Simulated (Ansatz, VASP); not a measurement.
**One calculation of HfN, two programs**

The input INCAR:

```
ALGO     = Normal         # electronic algorithm
EDIFF    = 1E-6           # SCF threshold, eV
ENCUT    = 520            # plane-wave cutoff, eV
GGA      = PE             # functional
ISIF     = 2              # what is computed and relaxed
ISMEAR   = 1              # smearing method
LASPH    = T              # aspherical terms in the spheres
LCHARG   = F              # write CHGCAR
LREAL    = F              # projectors in reciprocal space
LWAVE    = F              # write WAVECAR
NBANDS   = 14             # bands
NELM     = 60             # most SCF steps
PREC     = Accurate       # precision mode
SIGMA    = 0.2            # smearing width, eV
```

Contents of KPOINTS:

```
k-points
0
Gamma
  18 18 18
```

File POSCAR:

```
HfN
1.0
    0.0000000000      2.2590000000      2.2590000000
    2.2590000000      0.0000000000      2.2590000000
    2.2590000000      2.2590000000      0.0000000000
Hf N
1 1
Direct
    0.0000000000      0.0000000000     -0.0313017610
    0.5000000000      0.5000000000      0.5000000000
```

Input for Ansatz:

```yaml
crystal:
  lattice:
    - [0.0, 2.259, 2.259]
    - [2.259, 0.0, 2.259]
    - [2.259, 2.259, 0.0]
  atoms:
    - { symbol: Hf, position: [0.0, 0.0, -0.031301761] }
    - { symbol: "N", position: [0.5, 0.5, 0.5] }
basis:
  ecutwfc: 420
kpoints:
  mp_grid: { grid: [18, 18, 18] }
hamiltonian:
  xc: pbe
scf:
  occupations: { method: cold, width: 0.2 }
output:
  forces: true
  stress: true
  eigenvalues: true
```

Alike in both runs: task single point; functional PBE; k mesh 18 × 18 × 18; no spin polarisation.

```csv
,VASP,Ansatz
version,VASP 6.6.1,Ansatz 0.2.0
potentials or method,"VASP PAW PBE potentials, release 64 (Hf_pv, N), cutoff 520 eV","scalar-relativistic, plane waves, PAW"
occupations,"methfessel-paxton of order 1, width 0.2 eV","cold, width 0.2 eV"
valence electrons in the cell,15,31
```

|  | VASP | Ansatz | Ansatz less VASP |
| --- | --- | --- | --- |
| gap on the k mesh at the Fermi level (eV) | none | none | - |
| pressure (GPa) | 4.4 | 6.7 | +2.37 |
| traceless stress, the component that is largest in VASP (GPa) | -1.24 | -1.24 | -0.001 |
| rms of the force components (eV/Å) | 0.677 | 0.677 | 0.0000 |

Atom by atom the forces differ by 0.000 eV/Å (rms over components). A gap of «none» marks a metal or a gap that the smearing closes. VASP's potentials hold 15 valence electrons a cell and Ansatz's 31, so a difference there can come from the potentials and not from the codes.

Spin-orbit coupling is off throughout.
